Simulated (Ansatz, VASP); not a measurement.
# FeO in VASP and in Ansatz

```
Fe O
1.0
     1.54257    0.89060    2.55704
    -1.54257    0.89060    2.55704
     0.00000   -1.78120    2.55704
Fe O
1 1
Cartesian
  0.0000 0.0000 0.0000
  0.0000 0.0000 3.8356
```

Change from the starting cell: volume scaled by 1.05, PAW files.

Alike in both runs: task electric field gradients; functional PBE; k mesh 16 × 16 × 16; occupations fermi-dirac, width 0.03 eV; collinear spin.

|  | VASP | Ansatz |
| --- | --- | --- |
| version | VASP 6.6.1 | Ansatz 0.2.0 |
| potentials or method | VASP PAW PBE potentials, release 64 (Fe, O) | PAW with Ansatz's default frozen-core files, scalar-relativistic |
| plane-wave cutoff (eV) | 520 | 420 |
| valence electrons in the cell | 14 | 22 |

```csv
,VASP,Ansatz,Ansatz less VASP
pressure (GPa),-8.7,-8.7,+0.02
"traceless stress, the component that is largest in VASP (GPa)",-0.73,-0.69,+0.036
net moment per atom (μB),2.00,2.00,+0.001
size of the moment on the site where the two differ most (μB),3.63,3.47,-0.153
size of Vzz on the site where it differs most (V/Å²),1.6,0.9,-0.69
```

Site moments also hang on the region over which each program counts them. VASP's potentials hold 14 valence electrons a cell and Ansatz's 22, so a difference there can come from the potentials and not from the codes.
